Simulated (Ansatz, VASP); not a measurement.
**One calculation of Mo, two programs**

```
CELL_PARAMETERS angstrom
-1.57550 1.57550 1.57550
1.57550 -1.57550 1.57550
1.57550 1.57550 -1.57550
ATOMIC_POSITIONS crystal
Mo 0.00000 0.00000 0.00000
```

Alike in both runs: functional r2SCAN; k mesh 16 × 16 × 16; occupations fermi-dirac, width 0.15 eV; no spin polarisation.

Ansatz relaxed the structure, and its values are those at the end. VASP's run is a single point on that final structure, the one shown.

|  | VASP | Ansatz |
| --- | --- | --- |
| version | VASP 6.6.1 | Ansatz 0.2.0 |
| potentials or method | VASP PAW PBE potentials, release 64 (Mo_sv), cutoff 520 eV | scalar-relativistic, plane waves, PAW |
| valence electrons in the cell | 14 | 14 |

```csv
,VASP,Ansatz,Ansatz less VASP
gap on the k mesh at the Fermi level (eV),none,none,-
pressure (GPa),1.1,0.0,-1.07
```

VASP's potentials were made for PBE, not for r2SCAN. A gap of «none» marks a metal or a gap that the smearing closes. With one functional, cell and mesh, what is left measures potentials, basis and numerics.
